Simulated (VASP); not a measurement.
Pt: relaxation of shape and atoms at fixed volume with PBE

Crystal: Pt.

```
CELL_PARAMETERS angstrom
-1.76137 1.76137 1.40217
1.76137 -1.76137 1.40217
1.76137 1.76137 -1.40217
ATOMIC_POSITIONS crystal
Pt 0.00000 0.00000 0.00000
```

This cell differs from its parent crystal: volume scaled by 1.10.

* Program: VASP 6.6.1
* Task: relaxation of shape and atoms at fixed volume
* Functional: PBE
* Potentials or basis: VASP PAW PBE potentials, release 64 (Pt)
* Cutoff: 600 eV
* k mesh: 26 × 26 × 26
* Occupations: gaussian, width 0.1 eV
* Spin: no spin polarisation
* Dipole correction: no
* Further INCAR settings: ALGO = Fast; EDIFF = 1e-06; IBRION = 2; EDIFFG = -0.01; NSW = 50; ISIF = 4

```json
{
 "Energy gained by relaxing": "0.4 meV/atom",
 "Ionic steps": "2",
 "Pressure after relaxing": "-17.7 GPa",
 "Band gap on the k mesh": "zero (band 5 reaches 9.30 eV, above the bottom of band 6 at 7.60 eV)"
}
```

Step by step:
```csv
step,energy change (eV),largest force (eV/Å),pressure (GPa),volume (Å³)
1,0.0000,0.0000,-17.86,17.40
2,-0.0004,0.0000,-17.69,17.40
```

Final structure:
```
Pt
1.0
    -1.76567    1.76567    1.39535
     1.76567   -1.76567    1.39535
     1.76567    1.76567   -1.39535
Pt
1
Direct
  0.00000 0.00000 0.00000
```

Levels at points of the mesh, in eV from the Fermi level:
| k point | band 1 | band 2 | band 3 | band 4 | band 5 | band 6 | band 7 | band 8 | band 9 |
| --- | --- | --- | --- | --- | --- | --- | --- | --- | --- |
| (0.00, 0.00, 0.00) | -8.69 | -4.09 | -2.81 | -2.20 | -2.20 | -0.30 | 15.38 | 15.38 | 20.83 |
| (0.50, 0.00, 0.00) | -5.75 | -4.82 | -1.32 | 0.36 | 0.39 | 1.14 | 6.39 | 12.38 | 13.38 |
| (0.50, 0.50, 0.00) | -6.23 | -2.87 | -2.81 | -1.31 | -0.35 | 0.45 | 4.19 | 15.31 | 19.04 |
| (0.50, 0.50, 0.50) | -5.71 | -5.30 | 0.15 | 0.15 | 0.61 | 5.24 | 5.24 | 9.92 | 12.50 |

It took 95 s on 1 thread of Intel(R) Xeon(R) 6975P-C (Granite Rapids), with other jobs on the host, peak memory 0.39 GiB.

Caveat: the cell differs from its parent crystal (volume scaled by 1.10); spin-orbit coupling is left out, which moves the levels of the heavy elements.
